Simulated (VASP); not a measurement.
# Fe (Im-3m) in VASP: single point with r2SCAN

Aim: the single point of Fe with r2SCAN.

All numbers are computed with VASP 6.6.1; they aren't measurements. Logs are shortened: lines on timing, memory, paths and dates and some standing lists are left out, and cuts for length are marked.

## (1) The cell of the first run

The structure is cubic, space group Im-3m (No. 229). The conventional cell has a = 2.866 Å, b = 2.866 Å, c = 2.866 Å, α = 90.00°, β = 90.00°, γ = 90.00°. Within 3.3 Å of Fe (site symmetry m-3m) lie 14 Fe at 2.48 to 2.87 Å.

## (2) Single point, r2SCAN, collinear spin, antiferromagnetic start

POSCAR

```
Fe
1.0
   -1.4331238856      1.4331238856      1.4331238856
    1.4331238856     -1.4331238856      1.4331238856
    2.8662477712      2.8662477712     -2.8662477712
Fe
2
Direct
    0.0000000000      0.0000000000      0.0000000000
    0.0000000000      0.0000000000      0.5000000000
```

INCAR.step1

```
PREC = Accurate
ENCUT = 660
ISMEAR = 0
SIGMA = 0.05
LREAL = F
LASPH = T
NELM = 200
ISPIN = 2
MAGMOM = 2.5 -2.5
LMAXMIX = 4
NBANDS = 19
GGA = PE
ALGO = Normal
EDIFF = 1E-5
LWAVE = T
LCHARG = F
GGA_COMPAT = F
KPAR = 4
```

INCAR.step2

```
PREC = Accurate
ENCUT = 660
EDIFF = 1E-6
ISMEAR = 0
SIGMA = 0.05
LREAL = F
LASPH = T
NELM = 200
ALGO = Normal
ISIF = 2
LWAVE = F
LCHARG = F
ISPIN = 2
MAGMOM = 2.5 -2.5
LORBIT = 11
LMAXMIX = 4
METAGGA = R2SCAN
LMIXTAU = T
NBANDS = 19
ISTART = 1
GGA_COMPAT = F
KPAR = 4
```

KPOINTS

```
Automatic mesh
0
Gamma
  20 20 10
```

Potentials or basis: VASP PAW PBE potentials, release 64 (Fe).

Launch:

```
> cat potpaw_PBE.64/Fe/POTCAR > POTCAR
> cp INCAR.step1 INCAR
> mpirun -np 4 vasp_std > vasp.out
> cp INCAR.step2 INCAR
> mpirun -np 4 vasp_std > vasp.out
```

OUTCAR:

```text
PREC = Accurate
   ENCUT = 660
   EDIFF = 1E-6
   ISMEAR = 0
   LREAL = F
   LASPH = T
   NELM = 200
   ISIF = 2
   ISPIN = 2
   LORBIT = 11
   METAGGA = R2SCAN
   ISTART = 1

 ion  position               nearest neighbor table
   1  0.000  0.000  0.000-   2 2.48   2 2.48   2 2.48   2 2.48   2 2.87   2 2.87   2 2.87   2 2.87

   2  0.000  0.000  0.500-   1 2.48   1 2.48   1 2.48   1 2.48   1 2.87   1 2.87   1 2.87   1 2.87

  LATTYP: Found a base centered orthorhombic cell.
 ALAT       =     2.8662477712
 B/A-ratio  =     1.4142135624
 C/A-ratio  =     1.4142135624

  Lattice vectors:

 A1 = (  -1.4331238856,   1.4331238856,   1.4331238856)
 A2 = (   1.4331238856,  -1.4331238856,   1.4331238856)
 A3 = (   2.8662477712,   2.8662477712,   0.0000000000)

Analysis of symmetry for initial positions (statically):
=====================================================================
 Subroutine PRICEL returns following result:

  LATTYP: Found a body centered cubic cell.
 ALAT       =     2.8662477712
[... 12 lines left out ...]
 Subroutine GETGRP returns: Found  8 space group operations
 (whereof  8 operations were pure point group operations)
 out of a pool of  8 trial point group operations.

The static configuration has the point symmetry D_2h.

Analysis of symmetry for dynamics (positions and initial velocities):
=====================================================================
 Subroutine PRICEL returns following result:

  LATTYP: Found a body centered cubic cell.
 ALAT       =     2.8662477712
[... 12 lines left out ...]
 Subroutine GETGRP returns: Found  8 space group operations
 (whereof  8 operations were pure point group operations)
 out of a pool of  8 trial point group operations.

The dynamic configuration has the point symmetry D_2h.

Analysis of structural, dynamic, and magnetic symmetry:
=====================================================================
 Subroutine PRICEL returns following result:

  LATTYP: Found a body centered cubic cell.
 ALAT       =     2.8662477712
[... 12 lines left out ...]
 Subroutine GETGRP returns: Found  8 space group operations
 (whereof  8 operations were pure point group operations)
 out of a pool of  8 trial point group operations.

The overall configuration has the point symmetry D_2h.

 Subroutine INISYM returns: Found  8 space group operations
 (whereof  8 operations are pure point group operations),
 and found     2 'primitive' translations

----------------------------------------------------------------------------------------

                                     Primitive cell

  volume of cell :      11.7737

  direct lattice vectors                    reciprocal lattice vectors
    -1.433123886  1.433123886  1.433123886     0.000000000  0.348888191  0.348888191
     1.433123886 -1.433123886  1.433123886     0.348888191  0.000000000  0.348888191
     1.433123886  1.433123886 -1.433123886     0.348888191  0.348888191  0.000000000

  length of vectors
     2.482243383  2.482243383  2.482243383     0.493402412  0.493402412  0.493402412

  position of ions in fractional coordinates (direct lattice)
     0.000000000  0.000000000  0.000000000

  ion indices of the primitive-cell ions
   primitive index   ion index
                 1           1

----------------------------------------------------------------------------------------

 KPOINTS: Automatic mesh

Automatic generation of k-mesh.
 Grid dimensions read from file:
 generate k-points for:   20   20   10

 Generating k-lattice:

  Cartesian coordinates                     Fractional coordinates (reciprocal lattice)
     0.000000000  0.017444410  0.017444410     0.050000000  0.000000000  0.000000000
     0.017444410  0.000000000  0.017444410     0.000000000  0.050000000  0.000000000
     0.017444410  0.017444410  0.000000000     0.000000000  0.000000000  0.100000000

  Length of vectors
     0.024670121  0.024670121  0.024670121

  Shift w.r.t. Gamma in fractional coordinates (k-lattice)
     0.000000000  0.000000000  0.000000000

 Subroutine IBZKPT returns following result:
 ===========================================

 Found    616 irreducible k-points:

 Following reciprocal coordinates:
            Coordinates               Weight
  0.000000  0.000000  0.000000      1.000000
  0.050000  0.000000  0.000000      8.000000
  0.100000  0.000000  0.000000      8.000000
  0.150000  0.000000  0.000000      8.000000
  0.200000  0.000000  0.000000      8.000000
  0.250000  0.000000  0.000000      8.000000
[... 16 lines left out ...]
 -0.400000  0.050000  0.000000      8.000000
 -0.350000  0.050000  0.000000      8.000000
 [... further k-points ...]
   k-points           NKPTS =    616   k-points in BZ     NKDIM =    616   number of bands    NBANDS=     19
   number of dos      NEDOS =    301   number of ions     NIONS =      2
   total plane-waves  NPLWV =  24192
   dimension x,y,z NGX =    24 NGY =   24 NGZ =   42
   dimension x,y,z NGXF=    48 NGYF=   48 NGZF=   84
   ions per type =               2
   NGX,Y,Z   is equivalent  to a cutoff of  16.07, 16.07, 14.06 a.u.
   NGXF,Y,Z  is equivalent  to a cutoff of  32.15, 32.15, 28.13 a.u.
 SYSTEM =  unknown system
   PREC   = accura    normal or accurate (medium, high low for compatibility)
   ISTART =      1    job   : 0-new  1-cont  2-samecut
   ICHARG =      0    charge: 1-file 2-atom 10-const
   ISPIN  =      2    spin polarized calculation?
   LNONCOLLINEAR =      F non collinear calculations
   LSORBIT =      F    spin-orbit coupling
   LASPH  =      T    aspherical Exc in radial PAW
   ENCUT  =  660.0 eV  48.51 Ry    6.96 a.u.   5.20  5.20 10.40*2*pi/ulx,y,z
   NELM   =    200;   NELMIN=  2; NELMDL=  0     # of ELM steps
   EDIFF  = 0.1E-05   stopping-criterion for ELM
   LREAL  =      F    real-space projection
   EDIFFG = 0.1E-04   stopping-criterion for IOM
   NSW    =      0    number of steps for IOM
   IBRION =     -1    ionic relax: 0-MD 1-quasi-New 2-CG
   NFREE  =      0    steps in history (QN), initial steepest desc. (CG)
   ISIF   =      2    stress and relaxation
   ISYM   =      2    0-nonsym 1-usesym 2-fastsym
   POTIM  = 0.5000    time-step for ionic-motion
   TEBEG  =    0.0;   TEEND  =   0.0 temperature during run
   PSTRESS=    0.0 pullay stress
   NELECT =      16.0000    total number of electrons
   NUPDOWN=      -1.0000    fix difference up-down
   EMIN   =  10.00;   EMAX   =-10.00  energy-range for DOS
   EFERMI =   0.00;   METHOD = LEGACY
   ISMEAR =     0;   SIGMA  =   0.05  broadening in eV -4-tet -1-fermi 0-gaus
   EFERMI_NEDOS =   21; number of points for ismear=-14 and -15
   IALGO  =     38    algorithm
   IMIX   =      4    mixing-type and parameters
     AMIX     =   0.40;   BMIX     =  1.00
     AMIX_MAG =   1.60;   BMIX_MAG =  1.00
  volume/ion in A,a.u.               =      11.77        79.45
  Fermi-wavevector in a.u.,A,eV,Ry     =   1.439244  2.719777 28.183425  2.071423
  Thomas-Fermi vector in A             =   2.558121
   LORBIT       =     11    0 simple, 1 ext, 2 COOP (PROOUT), +10 PAW based schemes
   METAGGA = R2SCAN    functional components
   LHFCALC =     F    Hartree Fock is set to
   AEXX    =    0.0000 exact exchange contribution
   IVDW    =     0    specifies the selected vdW correction
   LEPSILON=     F    determine dielectric tensor
   LRPA    =     F    only Hartree local field effects (RPA)
 spin polarized calculation
 Gauss-broadening in eV      SIGMA  =   0.05
  energy-cutoff  :      660.00
  volume of cell :       23.55
 maximum number of plane-waves:       924
 NGX is ok and might be reduce to    24
   NGX = 11   NGY = 11   NGZ = 21

 number of electron      15.9999997 magnetization      -0.0000000

 number of electron      15.9999997 magnetization       0.0000000

 Free energy of the ion-electron system (eV)
  ---------------------------------------------------
  ext. energy  EPLUGINS =         0.00000000
  ---------------------------------------------------
  free energy    TOTEN  =       -27.98767888 eV

  energy without entropy =      -27.98460275  energy(sigma->0) =      -27.98614081

 E-fermi :   5.8633     XC(G=0): -14.0354

 val. band max:        5.8624641022   @ k =  -0.2000   0.2000   0.2000
 cond. band min:       5.8645987562   @ k =   0.5000   0.4000   0.1000
 fundamental gap:      0.0021346540
 Fermi energy:         5.8632902066

 spin component 1

 k-point     1 :       0.0000    0.0000    0.0000
  band No.  band energies     occupation
      1      -3.3182      1.00000
      2       0.5906      1.00000
      3       2.1067      1.00000
      4       3.1014      1.00000
      5       3.3655      1.00000
      6       3.5643      1.00000
[... 517 lines left out ...]
     18      27.7939      0.00000
     19      30.1961      0.00000

 [... further k-points ...]

 spin component 2

 k-point     1 :       0.0000    0.0000    0.0000
  band No.  band energies     occupation
      1      -3.3182      1.00000
      2       0.5906      1.00000
      3       2.1067      1.00000
      4       3.1014      1.00000
      5       3.3655      1.00000
      6       3.5643      1.00000
[... 517 lines left out ...]
     18      27.7939      0.00000
     19      30.1961      0.00000

 [... further k-points ...]

------------------------ aborting loop because EDIFF is reached ----------------------------------------

  FORCE on cell =-STRESS in cart. coord.  units (eV):
  Direction    XX          YY          ZZ          XY          YZ          ZX
  --------------------------------------------------------------------------------------
  -------------------------------------------------------------------------------------
  Total       -0.3670948     -0.3670948     -0.1216121      1.2915449      0.0000000      0.0000000
  in kB      -24.9774217    -24.9774217     -8.2745869     87.8777446      0.0000000      0.0000000
  external PRESSURE =     -19.4098101 kB  Pullay stress =       0.0000000 kB

 VOLUME and BASIS-vectors are now :
 -----------------------------------------------------------------------------
  energy-cutoff  :      660.00
  volume of cell :       23.55
      direct lattice vectors                 reciprocal lattice vectors
    -1.433123886  1.433123886  1.433123886     0.000000000  0.348888191  0.348888191
     1.433123886 -1.433123886  1.433123886     0.348888191  0.000000000  0.348888191
     2.866247771  2.866247771 -2.866247771     0.174444096  0.174444096  0.000000000

 POSITION                                       TOTAL-FORCE (eV/Angst)
 -----------------------------------------------------------------------------------
      0.00000      0.00000      0.00000        -0.000000     -0.000000     -0.000000
      1.43312      1.43312     -1.43312         0.000000      0.000000      0.000000
 -----------------------------------------------------------------------------------
    total drift:                                0.000000      0.000000     -0.000000

  FREE ENERGIE OF THE ION-ELECTRON SYSTEM (eV)
  ---------------------------------------------------
  free  energy   TOTEN  =       -27.9876788775 eV

  energy  without entropy=      -27.9846027476  energy(sigma->0) =      -27.98614081

 total charge

# of ion       s       p       d       tot
------------------------------------------
    1        0.492   0.575   6.135   7.202
    2        0.492   0.575   6.135   7.202
--------------------------------------------------
tot          0.985   1.149  12.270  14.404

 magnetization (x)

# of ion       s       p       d       tot
------------------------------------------
    1        0.028   0.037   2.547   2.611
    2       -0.028  -0.037  -2.547  -2.611
--------------------------------------------------
tot          0.000   0.000   0.000   0.000
```

Run time: 9.7 min. Hardware: 4 MPI ranks of Intel Xeon Platinum 8259CL at 2.50GHz (Skylake/Cascade Lake), shared host; peak memory 0.61 GiB.

Results:

- Free energy: -27.9877 eV
- Pressure: -1.9 GPa
- Band gap on the k mesh: zero (filled and empty bands overlap)
- Net moment: 0.00 μB per cell
- Site moments: Fe +2.61, -2.61 μB
- Valence electrons inside the program's atomic spheres: Fe 7.20

Caveat: the antiferromagnetic order is the one typed at the start, and another may lie lower; the PAW data sets were made with another functional, which shifts forces and pressure a little.
